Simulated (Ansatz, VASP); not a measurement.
# Two plane-wave programs on Hg

Contents of INCAR:

```
PREC = Accurate ; ENCUT = 520
EDIFF = 1E-7 ; ISMEAR = 0
SIGMA = 0.15 ; LREAL = False
LASPH = True ; NELM = 100
ALGO = Fast ; ISIF = 2
LWAVE = False ; LCHARG = False
GGA = PS ; NBANDS = 12
```

The input KPOINTS:

```
regular mesh
0
Gamma
  18 18 18
```

Contents of POSCAR:

```
Hg
1.0
   -2.1317858500      2.1317858500      1.8022580000
    2.1317858500     -2.1317858500      1.8022580000
    2.1317858500      2.1317858500     -1.8022580000
Hg
1
Direct
    0.0000000000      0.0000000000      0.0000000000
```

Input for Ansatz:

```yaml
crystal:
  lattice:
    - [-2.13178585, 2.13178585, 1.802258]
    - [2.13178585, -2.13178585, 1.802258]
    - [2.13178585, 2.13178585, -1.802258]
  atoms:
    - { symbol: Hg, position: [0.0, 0.0, 0.0] }
basis:
  ecutwfc: 420
kpoints:
  mp_grid: { grid: [18, 18, 18] }
hamiltonian:
  xc: pbesol
scf:
  occupations: { method: gaussian, width: 0.15 }
output:
  forces: true
  stress: true
  eigenvalues: true
```

Change from the starting cell: strain +0.030 along x and y, +0.000 along z, atoms carried along.

Alike in both runs: task single point; functional PBEsol; k mesh 18 × 18 × 18; occupations gaussian, width 0.15 eV; no spin polarisation.

```csv
,VASP,Ansatz
version,VASP 6.6.1,Ansatz 0.2.0
potentials or method,"VASP PAW PBE potentials, release 64 (Hg), cutoff 520 eV","scalar-relativistic, plane waves, PAW"
valence electrons in the cell,12,20
```

```tsv
	VASP	Ansatz	Ansatz less VASP
gap on the k mesh at the Fermi level (eV)	none	none	-
pressure (GPa)	-3.0	-3.0	-0.05
traceless stress, the component that is largest in VASP (GPa)	0.09	0.08	-0.002
```

VASP's potentials were made for PBE, not for PBEsol. A gap of «none» marks a metal or a gap that the smearing closes. VASP's potentials hold 12 valence electrons a cell and Ansatz's 20, so a difference there can come from the potentials and not from the codes.

Neither program's run includes spin-orbit coupling.
